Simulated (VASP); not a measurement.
# Sn (P6_3/mmc) in VASP: notebook

Runs on Sn. Level: LDA. Tasks: single point.

Everything below comes from runs of VASP 6.6.1. Logs are shortened: lines on timing, memory, paths and dates and some standing lists are left out, and cuts for length are marked.

## 1. The cell of the first run

The structure is hexagonal, space group P6_3/mmc (No. 194). The conventional cell has a = 2.925 Å, b = 2.925 Å, c = 4.786 Å, α = 90.00°, β = 90.00°, γ = 120.00°. Within 3.9 Å of Sn (site symmetry -6m2) lie 12 Sn at 2.92 to 2.93 Å.

## 2. Single point, LDA

File INCAR:

```
SYSTEM = Sn
  PREC = Accurate
  ENCUT = 520
  EDIFF = 1E-6
  ISMEAR = -1
  SIGMA = 0.08
  LREAL = .FALSE.
  LASPH = .TRUE.
  NELM = 80
  ALGO = Normal
  ISIF = 2
  LWAVE = .FALSE.
  LCHARG = .FALSE.
  GGA = CA
  NBANDS = 21
```

File KPOINTS:

```
regular mesh
0
G
  15 15 8
  0 0 0
```

File POSCAR:

```
Sn
1.0
    2.9247003112      0.0000000000      0.0000000000
   -1.4623501556      2.5328647680      0.0000000000
    0.0000000000      0.0000000000      4.7857695611
Sn
2
Direct
    0.3333333333      0.6666666667      0.2500000000
    0.6666666667      0.3333333333      0.7500000000
```

Potentials or basis: VASP PAW LDA potentials, release 64 (Sn_d).

Run with:

```bash
$ cat potpaw_LDA.64/Sn_d/POTCAR > POTCAR
$ mpirun -np 1 vasp_std > vasp.out
```

OUTCAR:

```text
SYSTEM = Sn
   PREC = Accurate
   ENCUT = 520
   EDIFF = 1E-6
   ISMEAR = -1
   LREAL = .FALSE.
   LASPH = .TRUE.
   NELM = 80
   ISIF = 2
   GGA = CA

 ion  position               nearest neighbor table
   1  0.333  0.667  0.250-   2 2.93   2 2.93   2 2.93   2 2.93   2 2.93   2 2.93
   2  0.667  0.333  0.750-   1 2.93   1 2.93   1 2.93   1 2.93   1 2.93   1 2.93

  LATTYP: Found a hexagonal cell.
 ALAT       =     2.9247003112
 C/A-ratio  =     1.6363281881

  Lattice vectors:

 A1 = (   2.9247003112,   0.0000000000,   0.0000000000)
 A2 = (  -1.4623501556,   2.5328647680,   0.0000000000)
 A3 = (   0.0000000000,   0.0000000000,   4.7857695611)

Analysis of symmetry for initial positions (statically):
=====================================================================
 Subroutine PRICEL returns:
 Original cell was already a primitive cell.

 Routine SETGRP: Setting up the symmetry group for a
 hexagonal supercell.

 Subroutine GETGRP returns: Found 24 space group operations
 (whereof 12 operations were pure point group operations)
 out of a pool of 24 trial point group operations.

The static configuration has the point symmetry D_3d.
 The point group associated with its full space group is D_6h.

Analysis of symmetry for dynamics (positions and initial velocities):
=====================================================================
 Subroutine PRICEL returns:
 Original cell was already a primitive cell.

 Routine SETGRP: Setting up the symmetry group for a
 hexagonal supercell.

 Subroutine GETGRP returns: Found 24 space group operations
 (whereof 12 operations were pure point group operations)
 out of a pool of 24 trial point group operations.

The dynamic configuration has the point symmetry D_3d.
 The point group associated with its full space group is D_6h.

 Subroutine INISYM returns: Found 24 space group operations
 (whereof 12 operations are pure point group operations),
 and found     1 'primitive' translations

----------------------------------------------------------------------------------------

                                     Primitive cell

  volume of cell :      35.4524

  direct lattice vectors                    reciprocal lattice vectors
     2.924700311  0.000000000  0.000000000     0.341915374  0.197404933  0.000000000
    -1.462350156  2.532864768  0.000000000     0.000000000  0.394809866  0.000000000
     0.000000000  0.000000000  4.785769561     0.000000000  0.000000000  0.208952810

  length of vectors
     2.924700311  2.924700311  4.785769561     0.394809866  0.394809866  0.208952810

  position of ions in fractional coordinates (direct lattice)
     0.333333333  0.666666667  0.250000000
     0.666666667  0.333333333  0.750000000

  ion indices of the primitive-cell ions
   primitive index   ion index
                 1           1
                 2           2

----------------------------------------------------------------------------------------

 KPOINTS: regular mesh

Automatic generation of k-mesh.
 Grid dimensions read from file:
 generate k-points for:   15   15    8

 Generating k-lattice:

  Cartesian coordinates                     Fractional coordinates (reciprocal lattice)
     0.022794358  0.013160329  0.000000000     0.066666667 -0.000000000  0.000000000
     0.000000000  0.026320658  0.000000000     0.000000000  0.066666667  0.000000000
     0.000000000  0.000000000  0.026119101     0.000000000  0.000000000  0.125000000

  Length of vectors
     0.026320658  0.026320658  0.026119101

  Shift w.r.t. Gamma in fractional coordinates (k-lattice)
     0.000000000  0.000000000  0.000000000

 Subroutine IBZKPT returns following result:
 ===========================================

 Found    135 irreducible k-points:

 Following reciprocal coordinates:
            Coordinates               Weight
  0.000000  0.000000  0.000000      1.000000
  0.066667 -0.000000  0.000000      6.000000
  0.133333  0.000000  0.000000      6.000000
  0.200000 -0.000000  0.000000      6.000000
  0.266667  0.000000  0.000000      6.000000
  0.333333  0.000000  0.000000      6.000000
[... 16 lines left out ...]
  0.333333  0.200000  0.000000     12.000000
  0.400000  0.200000  0.000000      6.000000
 [... further k-points ...]
   k-points           NKPTS =    135   k-points in BZ     NKDIM =    135   number of bands    NBANDS=     21
   number of dos      NEDOS =    301   number of ions     NIONS =      2
   total plane-waves  NPLWV =  20736
   dimension x,y,z NGX =    24 NGY =   24 NGZ =   36
   dimension x,y,z NGXF=    48 NGYF=   48 NGZF=   72
   ions per type =               2
   NGX,Y,Z   is equivalent  to a cutoff of  13.64, 13.64, 12.51 a.u.
   NGXF,Y,Z  is equivalent  to a cutoff of  27.28, 27.28, 25.01 a.u.
 SYSTEM =  Sn
   PREC   = accura    normal or accurate (medium, high low for compatibility)
   ISTART =      0    job   : 0-new  1-cont  2-samecut
   ICHARG =      2    charge: 1-file 2-atom 10-const
   ISPIN  =      1    spin polarized calculation?
   LNONCOLLINEAR =      F non collinear calculations
   LSORBIT =      F    spin-orbit coupling
   LASPH  =      T    aspherical Exc in radial PAW
   ENCUT  =  520.0 eV  38.22 Ry    6.18 a.u.   5.44  5.44  8.90*2*pi/ulx,y,z
   NELM   =     80;   NELMIN=  2; NELMDL= -5     # of ELM steps
   EDIFF  = 0.1E-05   stopping-criterion for ELM
   LREAL  =      F    real-space projection
   EDIFFG = 0.1E-04   stopping-criterion for IOM
   NSW    =      0    number of steps for IOM
   IBRION =     -1    ionic relax: 0-MD 1-quasi-New 2-CG
   NFREE  =      0    steps in history (QN), initial steepest desc. (CG)
   ISIF   =      2    stress and relaxation
   ISYM   =      2    0-nonsym 1-usesym 2-fastsym
   POTIM  = 0.5000    time-step for ionic-motion
   TEBEG  =    0.0;   TEEND  =   0.0 temperature during run
   PSTRESS=    0.0 pullay stress
   NELECT =      28.0000    total number of electrons
   NUPDOWN=      -1.0000    fix difference up-down
   EMIN   =  10.00;   EMAX   =-10.00  energy-range for DOS
   EFERMI =   0.00;   METHOD = LEGACY
   ISMEAR =    -1;   SIGMA  =   0.08  broadening in eV -4-tet -1-fermi 0-gaus
   EFERMI_NEDOS =   21; number of points for ismear=-14 and -15
   IALGO  =     38    algorithm
   IMIX   =      4    mixing-type and parameters
     AMIX     =   0.40;   BMIX     =  1.00
     AMIX_MAG =   1.60;   BMIX_MAG =  1.00
  volume/ion in A,a.u.               =      17.73       119.62
  Fermi-wavevector in a.u.,A,eV,Ry     =   1.513256  2.859640 31.156583  2.289944
  Thomas-Fermi vector in A             =   2.623071
   LORBIT       =      0    0 simple, 1 ext, 2 COOP (PROOUT), +10 PAW based schemes
   GGA     = CA    functional components
   LHFCALC =     F    Hartree Fock is set to
   AEXX    =    0.0000 exact exchange contribution
   IVDW    =     0    specifies the selected vdW correction
   LEPSILON=     F    determine dielectric tensor
   LRPA    =     F    only Hartree local field effects (RPA)
 non-spin polarized calculation
  energy-cutoff  :      520.00
  volume of cell :       35.45
 maximum number of plane-waves:       989
 NGX is ok and might be reduce to    24
   NGX = 11   NGY = 11   NGZ = 17

 number of electron      28.0000003 magnetization

 Free energy of the ion-electron system (eV)
  ---------------------------------------------------
  ext. energy  EPLUGINS =         0.00000000
  ---------------------------------------------------
  free energy    TOTEN  =        -7.09338018 eV

  energy without entropy =       -7.07739447  energy(sigma->0) =       -7.08538733

 E-fermi :  14.3580     XC(G=0): -12.7791

 val. band max:       14.3490523945   @ k =   0.4000   0.1333   0.0000
 cond. band min:      14.3677393886   @ k =   0.2667   0.2000   0.5000
 fundamental gap:      0.0186869941
 Fermi energy:        14.3580344333

 k-point     1 :       0.0000    0.0000    0.0000
  band No.  band energies     occupation
      1      -7.8907      2.00000
      2      -7.7820      2.00000
      3      -7.7368      2.00000
      4      -7.7368      2.00000
      5      -7.6887      2.00000
      6      -7.6887      2.00000
[... 13 lines left out ...]
     20      25.7288      0.00000
     21      28.9252      0.00000

 k-point     2 :       0.0667   -0.0000    0.0000
  band No.  band energies     occupation
      1      -7.8810      2.00000
      2      -7.7909      2.00000
      3      -7.7210      2.00000
      4      -7.7155      2.00000
      5      -7.6873      2.00000
      6      -7.6684      2.00000
[... 13 lines left out ...]
     20      26.4136      0.00000
     21      27.6512      0.00000

 k-point     3 :       0.1333    0.0000    0.0000
  band No.  band energies     occupation
      1      -7.8814      2.00000
      2      -7.7884      2.00000
      3      -7.7046      2.00000
      4      -7.6555      2.00000
      5      -7.6548      2.00000
      6      -7.6285      2.00000
[... 13 lines left out ...]
     20      26.5684      0.00000
     21      27.0025      0.00000

 k-point     4 :       0.2000   -0.0000    0.0000
  band No.  band energies     occupation
      1      -7.9251      2.00000
      2      -7.7570      2.00000
      3      -7.7007      2.00000
      4      -7.6845      2.00000
      5      -7.6477      2.00000
      6      -7.5759      2.00000
[... 13 lines left out ...]
     20      26.4429      0.00000
     21      26.7634      0.00000

 k-point     5 :       0.2667    0.0000    0.0000
  band No.  band energies     occupation
      1      -7.9835      2.00000
      2      -7.7669      2.00000
      3      -7.7552      2.00000
      4      -7.6830      2.00000
      5      -7.6505      2.00000
      6      -7.4800      2.00000
[... 13 lines left out ...]
     20      25.5260      0.00000
     21      27.7148      0.00000
[... 382 lines left out ...]
     20      27.2330      0.00000
     21      28.3230      0.00000

 k-point    22 :       0.2667    0.2000    0.0000
  band No.  band energies     occupation
      1      -7.9012      2.00000
      2      -7.8794      2.00000
      3      -7.7731      2.00000
      4      -7.7218      2.00000
      5      -7.5557      2.00000
      6      -7.5312      2.00000
[... 13 lines left out ...]
     20      27.3586      0.00000
     21      30.1354      0.00000

 k-point    23 :       0.3333    0.2000    0.0000
  band No.  band energies     occupation
      1      -7.9418      2.00000
      2      -7.9033      2.00000
      3      -7.7158      2.00000
      4      -7.7151      2.00000
      5      -7.5661      2.00000
      6      -7.5341      2.00000
[... 13 lines left out ...]
     20      27.1781      0.00000
     21      31.1907      0.00000

 k-point    24 :       0.4000    0.2000    0.0000
  band No.  band energies     occupation
      1      -7.9562      2.00000
      2      -7.9118      2.00000
      3      -7.7099      2.00000
      4      -7.6947      2.00000
      5      -7.5812      2.00000
      6      -7.5153      2.00000
[... 13 lines left out ...]
     20      27.1092      0.00000
     21      31.6166      0.00000

 [... further k-points ...]

------------------------ aborting loop because EDIFF is reached ----------------------------------------

  FORCE on cell =-STRESS in cart. coord.  units (eV):
  Direction    XX          YY          ZZ          XY          YZ          ZX
  --------------------------------------------------------------------------------------
  -------------------------------------------------------------------------------------
  Total       11.5939206     11.5939206     11.5698207      0.0000000      0.0000000      0.0000000
  in kB      523.9571189    523.9571189    522.8679890      0.0000000      0.0000000      0.0000000
  external PRESSURE =     523.5940756 kB  Pullay stress =       0.0000000 kB

 VOLUME and BASIS-vectors are now :
 -----------------------------------------------------------------------------
  energy-cutoff  :      520.00
  volume of cell :       35.45
      direct lattice vectors                 reciprocal lattice vectors
     2.924700311  0.000000000  0.000000000     0.341915374  0.197404933  0.000000000
    -1.462350156  2.532864768  0.000000000     0.000000000  0.394809866  0.000000000
     0.000000000  0.000000000  4.785769561     0.000000000  0.000000000  0.208952810

 POSITION                                       TOTAL-FORCE (eV/Angst)
 -----------------------------------------------------------------------------------
     -0.00000      1.68858      1.19644        -0.000000     -0.000000      0.000000
      1.46235      0.84429      3.58933         0.000000      0.000000      0.000000
 -----------------------------------------------------------------------------------
    total drift:                                0.000000     -0.000000      0.000000

  FREE ENERGIE OF THE ION-ELECTRON SYSTEM (eV)
  ---------------------------------------------------
  free  energy   TOTEN  =        -7.0933801833 eV

  energy  without entropy=       -7.0773944727  energy(sigma->0) =       -7.08538733
```

Run time: 62 s. Hardware: 1 thread of Intel Xeon 6975P-C, shared host; peak memory 0.19 GiB.

What came out:

```
Free energy            : -7.0934 eV
Pressure               : 52.4 GPa
Band gap on the k mesh : zero (band 14 reaches 22.85 eV, above the bottom of band 15 at 10.55 eV)
```

Caveat: spin-orbit coupling is left out, which moves the levels of the heavy elements.

## 3. Single point, LDA

File INCAR:

```
ALGO = Normal ; EDIFF = 1E-6
ENCUT = 520 ; GGA = CA
ISIF = 2 ; ISMEAR = -1
LASPH = T ; LCHARG = F
LREAL = F ; LWAVE = F
NBANDS = 21 ; NELM = 60
PREC = Accurate ; SIGMA = 0.08
```

File KPOINTS:

```
k-points
0
Gamma
  15 15 8
```

POSCAR is that of step 2.

Potentials or basis: VASP PAW LDA potentials, release 64 (Sn_d).

Run with:

```bash
$ cat potpaw_LDA.64/Sn_d/POTCAR > POTCAR
$ mpirun -np 1 vasp_std > vasp.out
```

OUTCAR:

```text
EDIFF = 1E-6
   ENCUT = 520
   GGA = CA
   ISIF = 2
   ISMEAR = -1
   LASPH = T
   LREAL = F
   NELM = 60
   PREC = Accurate

 ion  position               nearest neighbor table
   1  0.333  0.667  0.250-   2 2.93   2 2.93   2 2.93   2 2.93   2 2.93   2 2.93
   2  0.667  0.333  0.750-   1 2.93   1 2.93   1 2.93   1 2.93   1 2.93   1 2.93

  LATTYP: Found a hexagonal cell.
 ALAT       =     2.9247003112
 C/A-ratio  =     1.6363281881

  Lattice vectors:

 A1 = (   2.9247003112,   0.0000000000,   0.0000000000)
 A2 = (  -1.4623501556,   2.5328647680,   0.0000000000)
 A3 = (   0.0000000000,   0.0000000000,   4.7857695611)

Analysis of symmetry for initial positions (statically):
=====================================================================
 Subroutine PRICEL returns:
 Original cell was already a primitive cell.

 Routine SETGRP: Setting up the symmetry group for a
 hexagonal supercell.

 Subroutine GETGRP returns: Found 24 space group operations
 (whereof 12 operations were pure point group operations)
 out of a pool of 24 trial point group operations.

The static configuration has the point symmetry D_3d.
 The point group associated with its full space group is D_6h.

Analysis of symmetry for dynamics (positions and initial velocities):
=====================================================================
 Subroutine PRICEL returns:
 Original cell was already a primitive cell.

 Routine SETGRP: Setting up the symmetry group for a
 hexagonal supercell.

 Subroutine GETGRP returns: Found 24 space group operations
 (whereof 12 operations were pure point group operations)
 out of a pool of 24 trial point group operations.

The dynamic configuration has the point symmetry D_3d.
 The point group associated with its full space group is D_6h.

 Subroutine INISYM returns: Found 24 space group operations
 (whereof 12 operations are pure point group operations),
[... 110 lines left out ...]
   EFERMI =   0.00;   METHOD = LEGACY
   ISMEAR =    -1;   SIGMA  =   0.08  broadening in eV -4-tet -1-fermi 0-gaus
   EFERMI_NEDOS =   21; number of points for ismear=-14 and -15
   IALGO  =     38    algorithm
   IMIX   =      4    mixing-type and parameters
     AMIX     =   0.40;   BMIX     =  1.00
     AMIX_MAG =   1.60;   BMIX_MAG =  1.00
  volume/ion in A,a.u.               =      17.73       119.62
  Fermi-wavevector in a.u.,A,eV,Ry     =   1.513256  2.859640 31.156583  2.289944
  Thomas-Fermi vector in A             =   2.623071
   LORBIT       =      0    0 simple, 1 ext, 2 COOP (PROOUT), +10 PAW based schemes
   GGA     = CA    functional components
   LHFCALC =     F    Hartree Fock is set to
   AEXX    =    0.0000 exact exchange contribution
   IVDW    =     0    specifies the selected vdW correction
   LEPSILON=     F    determine dielectric tensor
   LRPA    =     F    only Hartree local field effects (RPA)
 non-spin polarized calculation
  energy-cutoff  :      520.00
  volume of cell :       35.45
 maximum number of plane-waves:       989
 NGX is ok and might be reduce to    24
   NGX = 11   NGY = 11   NGZ = 17

 number of electron      28.0000003 magnetization

 Free energy of the ion-electron system (eV)
  ---------------------------------------------------
  ext. energy  EPLUGINS =         0.00000000
  ---------------------------------------------------
  free energy    TOTEN  =        -7.09338018 eV

  energy without entropy =       -7.07739447  energy(sigma->0) =       -7.08538733

 E-fermi :  14.3580     XC(G=0): -12.7791

 val. band max:       14.3490523945   @ k =   0.4000   0.1333   0.0000
 cond. band min:      14.3677393886   @ k =   0.2667   0.2000   0.5000
 fundamental gap:      0.0186869941
 Fermi energy:        14.3580344333

 k-point     1 :       0.0000    0.0000    0.0000
  band No.  band energies     occupation
      1      -7.8907      2.00000
      2      -7.7820      2.00000
      3      -7.7368      2.00000
      4      -7.7368      2.00000
      5      -7.6887      2.00000
      6      -7.6887      2.00000
[... 565 lines left out ...]
     20      27.1092      0.00000
     21      31.6166      0.00000

 [... further k-points ...]

------------------------ aborting loop because EDIFF is reached ----------------------------------------

  FORCE on cell =-STRESS in cart. coord.  units (eV):
  Direction    XX          YY          ZZ          XY          YZ          ZX
  --------------------------------------------------------------------------------------
  -------------------------------------------------------------------------------------
  Total       11.5939206     11.5939206     11.5698207      0.0000000      0.0000000      0.0000000
  in kB      523.9571189    523.9571189    522.8679890      0.0000000      0.0000000      0.0000000
  external PRESSURE =     523.5940756 kB  Pullay stress =       0.0000000 kB

 VOLUME and BASIS-vectors are now :
 -----------------------------------------------------------------------------
  energy-cutoff  :      520.00
  volume of cell :       35.45
      direct lattice vectors                 reciprocal lattice vectors
     2.924700311  0.000000000  0.000000000     0.341915374  0.197404933  0.000000000
    -1.462350156  2.532864768  0.000000000     0.000000000  0.394809866  0.000000000
     0.000000000  0.000000000  4.785769561     0.000000000  0.000000000  0.208952810

 POSITION                                       TOTAL-FORCE (eV/Angst)
 -----------------------------------------------------------------------------------
     -0.00000      1.68858      1.19644        -0.000000     -0.000000      0.000000
      1.46235      0.84429      3.58933         0.000000      0.000000      0.000000
 -----------------------------------------------------------------------------------
    total drift:                                0.000000     -0.000000      0.000000

  FREE ENERGIE OF THE ION-ELECTRON SYSTEM (eV)
  ---------------------------------------------------
  free  energy   TOTEN  =        -7.0933801833 eV

  energy  without entropy=       -7.0773944727  energy(sigma->0) =       -7.08538733
```

stdout:

```text
POSCAR found type information on POSCAR Sn
 POSCAR found :  1 types and       2 ions
 scaLAPACK will be used
 LDA part: xc-table for (Slater(with rela. corr.)+CA(PZ))
 , standard interpolation
 POSCAR, INCAR and KPOINTS ok, starting setup
 FFT: planning ... GRIDC
 FFT: planning ... GRID_SOFT
 FFT: planning ... GRID
 WAVECAR not read
 entering main loop
```

Wall time 57 s (1 thread of Intel Xeon 6975P-C, shared host); peak memory 0.2 GiB.

What came out:

| Quantity | Value |
| --- | --- |
| Free energy | -7.0934 eV |
| Pressure | 52.4 GPa |
| Band gap on the k mesh | zero (band 14 reaches 22.85 eV, above the bottom of band 15 at 10.55 eV) |

Levels at points of the mesh, in eV from the Fermi level:
```
           k point  band 10  band 11  band 12  band 13  band 14  band 15  band 16  band 17  band 18  band 19
(0.00, 0.00, 0.00)   -21.61   -15.11    -7.75    -7.41     8.39     8.39    10.23    10.86    10.86    11.08
(0.00, 0.00, 0.50)   -21.73   -13.26   -13.26     1.50     1.50     9.79     9.79     9.79     9.79    10.48
```

Caveat: spin-orbit coupling is left out, which moves the levels of the heavy elements.
